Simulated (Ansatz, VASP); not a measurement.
Two plane-wave programs on Te

The input INCAR:

```
SYSTEM = Te
  PREC = Accurate
  ENCUT = 600
  EDIFF = 1E-6
  ISMEAR = 0
  SIGMA = 0.1
  LREAL = .FALSE.
  LASPH = .TRUE.
  NELM = 60
  ALGO = Normal
  ISIF = 3
  LWAVE = .FALSE.
  LCHARG = .FALSE.
  GGA = PE
  IBRION = 2
  NSW = 100
  EDIFFG = -0.01
```

File KPOINTS:

```
regular mesh
0
G
  15 15 4
  0 0 0
```

The input POSCAR:

```
Te
1.0
    3.5161374505      0.0000000000      0.0000000000
   -1.7580687252      3.0450643553      0.0000000000
    0.0000000000      0.0000000000     11.7238002351
Te
4
Direct
    0.3333333333      0.6666666667      0.1326879684
    0.6666666667      0.3333333333      0.6326879684
    0.3333333333      0.6666666667      0.3673120316
    0.6666666667      0.3333333333      0.8673120316
```

Input for Ansatz:

```yaml
crystal:
  lattice:
    - [3.5161374505, 0.0, 0.0]
    - [-1.7580687252, 3.0450643553, 0.0]
    - [0.0, 0.0, 11.7238002351]
  atoms:
    - { symbol: Te, position: [0.3333333333, 0.6666666667, 0.1326879684] }
    - { symbol: Te, position: [0.6666666667, 0.3333333333, 0.6326879684] }
    - { symbol: Te, position: [0.3333333333, 0.6666666667, 0.3673120316] }
    - { symbol: Te, position: [0.6666666667, 0.3333333333, 0.8673120316] }
basis:
  ecutwfc: 420
kpoints:
  mp_grid: { grid: [15, 15, 4] }
hamiltonian:
  xc: pbe
scf:
  occupations: { method: gaussian, width: 0.1 }
output:
  forces: true
  stress: true
  eigenvalues: true
relax:
  adjacent_minimum: "off"
  f_tol: 0.01
  max_steps: 80
  cell: { stress_tol: 0.05 }
```

Alike in both runs: task relaxation of cell and atoms; functional PBE; k mesh 15 × 15 × 4; occupations gaussian, width 0.1 eV; no spin polarisation.

```csv
,VASP,Ansatz
version,VASP 6.6.1,Ansatz 0.2.0
potentials or method,"VASP PAW PBE potentials, release 64 (Te), cutoff 600 eV","scalar-relativistic, plane waves, PAW"
valence electrons in the cell,24,64
```

```csv
,VASP,Ansatz,Ansatz less VASP
"gap on the k mesh at the Fermi level, each at its own relaxed structure (eV)",none,none,-
relaxed volume (Å³/atom),32.89,32.95,+0.058
relaxed cell length with the largest relative difference (Å),11.447,11.464,+0.0173
```

A gap of «none» marks a metal or a gap that the smearing closes. VASP's potentials hold 24 valence electrons a cell and Ansatz's 64, so a difference there can come from the potentials and not from the codes.

Spin-orbit coupling is off throughout.
